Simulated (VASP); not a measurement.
Input of a VASP 6.6.1 run:

The input INCAR:

```
SYSTEM = SiPd3Pt
ALGO = Normal ; EDIFF = 1E-6
ENCUT = 630 ; GGA = PE
GGA_COMPAT = .False. ; ISIF = 2
ISMEAR = 0 ; LASPH = .True.
LCHARG = .True. ; LELF = .True.
LREAL = .False. ; LVHAR = .True.
LWAVE = .False. ; NBANDS = 46
NELM = 120 ; PREC = Accurate
SIGMA = 0.1
```

Contents of KPOINTS:

```
k-points
0
Gamma
  6 6 4
  0 0 0
```

POSCAR

```
SiPd3Pt
1.0
    5.1650152737      0.0000000036      0.0000000000
   -2.5825076400      4.4730344362      0.0000000000
    0.0000000000      0.0000000000      4.4872177375
Si Pd Pt
1 3 1
Direct
    0.0000000000      0.0000000000      0.0000000000
    0.5000000000      0.0000000000      0.0000000000
    0.0000000000      0.5000000000      0.0000000000
    0.5000000000      0.5000000000      0.0000000000
    0.0000000000      0.0000000000      0.5000000000
```

Potentials or basis: VASP PAW PBE potentials, release 64 (Si, Pd_sv_GW, Pt_sv_GW).

Launch:

```console
$ cat potpaw_PBE.64/Si/POTCAR potpaw_PBE.64/Pd_sv_GW/POTCAR potpaw_PBE.64/Pt_sv_GW/POTCAR > POTCAR
$ mpirun -np 1 vasp_std > vasp.out
```

Q: Estimate the band gap on the k mesh.

A: Zero (bands 38 and 39 overlap by 1.26 eV).

Q: Predict the pressure.

A: -0.4 GPa.

Stress tensor (GPa, compression positive):
```
-0.40  0.00  0.00
 0.00 -0.40  0.00
 0.00  0.00 -0.26
```

Caveat: spin-orbit coupling is left out, which moves the levels of the heavy elements.
